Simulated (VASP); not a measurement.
# TiW3C4: single point with PBE

Crystal: TiW3C4.

```
Ti W C
1.0
     3.46343    0.00000    0.00000
     0.00000    3.46343    0.00000
     0.00000    0.00000    9.79605
Ti W C
1 3 4
Direct
  0.50000 0.50000 0.00000
  0.00000 0.00000 0.75000
  0.00000 0.00000 0.25000
  0.50000 0.50000 0.50000
  0.00000 0.00000 0.00000
  0.50000 0.50000 0.25000
  0.00000 0.00000 0.50000
  0.50000 0.50000 0.75000
```

| Quantity | Value |
| --- | --- |
| Program | VASP 6.6.1 |
| Task | single point |
| Functional | PBE |
| Potentials or basis | VASP PAW PBE potentials, release 64 (Ti_sv, W_sv, C) |
| Cutoff | 520 eV |
| k mesh | 6 × 6 × 2 |
| Occupations | gaussian, width 0.1 eV |
| Spin | no spin polarisation |

```
Pressure               : -55.1 GPa
Largest force          : 0.433 eV/Å
Band gap on the k mesh : zero (band 35 reaches 7.99 eV, above the bottom of band 36 at 6.38 eV)
```

Forces on the atoms (eV/Å):
```
Ti   0.000  0.000  0.000
W    0.000  0.000  0.261
W    0.000  0.000 -0.261
W    0.000  0.000  0.000
C    0.000  0.000  0.000
C    0.000  0.000  0.433
C    0.000  0.000  0.000
C    0.000  0.000 -0.433
```

Stress tensor (GPa, compression positive):
```
-54.62   0.00   0.00
  0.00 -54.62   0.00
  0.00   0.00 -56.01
```

Levels at points of the mesh, in eV from the Fermi level:
```tsv
k point	band 32	band 33	band 34	band 35	band 36	band 37	band 38	band 39
(0.00, 0.00, 0.00)	-1.36	-1.07	-1.07	-0.53	-0.51	-0.24	-0.10	-0.08
(0.50, 0.00, 0.00)	-2.58	-0.16	0.07	0.63	0.66	0.67	0.78	1.00
(0.50, 0.50, 0.00)	-1.44	-1.44	-1.35	0.58	0.65	0.65	0.70	0.70
(0.00, 0.00, 0.50)	-1.46	-1.46	-1.29	-1.29	-0.56	-0.49	-0.17	0.26
(0.50, 0.00, 0.50)	-2.63	0.16	0.24	0.29	0.49	0.50	0.70	0.87
(0.50, 0.50, 0.50)	-2.41	-0.62	-0.62	-0.50	-0.50	1.21	1.22	1.22
```

Run time: 2.4 min on 1 thread of Intel(R) Xeon(R) Platinum 8559C (Emerald Rapids), with other jobs on the host, peak memory 0.28 GiB.

Caveat: spin-orbit coupling is left out, which moves the levels of the heavy elements.
